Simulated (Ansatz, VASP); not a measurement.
## GdN in VASP and in Ansatz

The input POSCAR:

```
GdN
1.0
    3.0188911066      0.0000000000      0.0000000000
    0.0000000000      2.9887021955      0.0000000000
    0.0000000000      0.0000000000      3.0188911066
Gd N
1 1
Direct
    0.0000000000      0.0000000000      0.0000000000
    0.5000000000      0.5000000000      0.5000000000
```

Contents of INCAR.step1:

```
  PREC = Accurate
  ENCUT = 520
  ISMEAR = 0
  SIGMA = 0.05
  LREAL = F
  LASPH = T
  NELM = 150
  ISPIN = 2
  MAGMOM = 7.65 0
  LMAXMIX = 6
  NBANDS = 22
  GGA = PE
  ALGO = Normal
  EDIFF = 1E-4
  LWAVE = T
  LCHARG = F
```

File INCAR.step2:

```
  PREC = Accurate
  ENCUT = 520
  EDIFF = 1E-6
  ISMEAR = 0
  SIGMA = 0.05
  LREAL = F
  LASPH = T
  NELM = 150
  ALGO = Normal
  ISIF = 2
  LWAVE = F
  LCHARG = F
  ISPIN = 2
  MAGMOM = 7.65 0
  LORBIT = 11
  LMAXMIX = 6
  METAGGA = R2SCAN
  LMIXTAU = T
  NBANDS = 22
  ISTART = 1
```

Contents of KPOINTS:

```
regular mesh
0
Gamma
  12 12 12
```

Input for Ansatz:

```yaml
crystal:
  lattice:
    - [3.0188911066, 0.0, 0.0]
    - [0.0, 2.9887021955, 0.0]
    - [0.0, 0.0, 3.0188911066]
  atoms:
    - { symbol: Gd, position: [0.0, 0.0, 0.0], spin: 7.65 }
    - { symbol: "N", position: [0.5, 0.5, 0.5] }
basis:
  ecutwfc: 500
  ecutrho_ratio: 4
kpoints:
  mp_grid: { grid: [12, 12, 12] }
hamiltonian:
  xc: r2scan
scf:
  occupations: { method: gaussian, width: 0.05 }
output:
  forces: true
  stress: true
  eigenvalues: true
  populations: true
magnetization:
  spin_polarized: true
```

Change from the starting cell: strain e2 = -0.01, atoms carried along.

Alike in both runs: task single point; functional r2SCAN; k mesh 12 × 12 × 12; occupations gaussian, width 0.05 eV; collinear spin.

```csv
,VASP,Ansatz
version,VASP 6.6.1,Ansatz 0.2.0
potentials or method,"VASP PAW PBE potentials, release 64 (Gd, N), cutoff 520 eV","scalar-relativistic, plane waves, PAW"
valence electrons in the cell,23,23
```

|  | VASP | Ansatz | Ansatz less VASP |
| --- | --- | --- | --- |
| gap on the k mesh at the Fermi level (eV) | none | none | - |
| pressure (GPa) | 1.7 | 1.7 | -0.02 |
| traceless stress, the component that is largest in VASP (GPa) | 3.05 | 2.98 | -0.073 |
| net moment per atom (μB) | 3.50 | 3.50 | 0.000 |
| size of the moment on the site where the two differ most (μB) | 6.79 | 6.95 | +0.161 |

VASP's potentials were made for PBE, not for r2SCAN. Site moments also hang on the region over which each program counts them. A gap of «none» marks a metal or a gap that the smearing closes. The functional is the same, so the differences come from potentials, cutoffs and numerics. Ansatz's warnings: stability check not made.

Neither program's run includes spin-orbit coupling.
